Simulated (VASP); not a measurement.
# Y2C5: single point with PBE

Y2C5:

```
Y C
1.0
     0.00000    3.69370    3.69370
     3.69370    0.00000    3.69370
     3.69370    3.69370    0.00000
Y C
2 5
Direct
  0.25000 0.25000 0.25000
  0.00000 0.00000 0.00000
  0.82299 0.53104 0.82299
  0.82299 0.82299 0.82299
  0.53104 0.82299 0.82299
  0.82299 0.82299 0.53104
  0.50000 0.50000 0.50000
```

| Quantity | Value |
| --- | --- |
| Program | VASP 6.6.1 |
| Task | single point |
| Functional | PBE |
| Potentials or basis | VASP PAW PBE potentials, release 64 (Y_sv, C) |
| Cutoff | 520 eV |
| k mesh | 10 × 10 × 10 |
| Occupations | gaussian, width 0.1 eV |
| Spin | no spin polarisation |

The pressure is 0.1 GPa, the largest force is 0.163 eV/Å and the band gap on the k mesh is zero (band 21 reaches 3.93 eV, above the bottom of band 22 at 3.78 eV).

Forces in eV/Å, atoms in the order of the input:
```
Y    0.000  0.000  0.000
Y    0.000  0.000  0.000
C   -0.094  0.094 -0.094
C    0.094  0.094  0.094
C    0.094 -0.094 -0.094
C   -0.094 -0.094  0.094
C    0.000  0.000  0.000
```

Levels at points of the mesh, in eV from the Fermi level:
```
           k point  band 19  band 20  band 21  band 22  band 23  band 24
(0.00, 0.00, 0.00)    -2.71    -0.04    -0.04    -0.04     2.21     2.21
(0.50, 0.00, 0.00)    -2.21    -0.36    -0.36    -0.04     1.80     1.80
(0.50, 0.50, 0.00)    -2.05    -0.13    -0.13     0.78     1.47     1.47
```

Run time: 84 s on 1 thread of AMD EPYC 9R45 96-Core Processor (Zen 5) (shared host), peak memory 0.29 GiB.
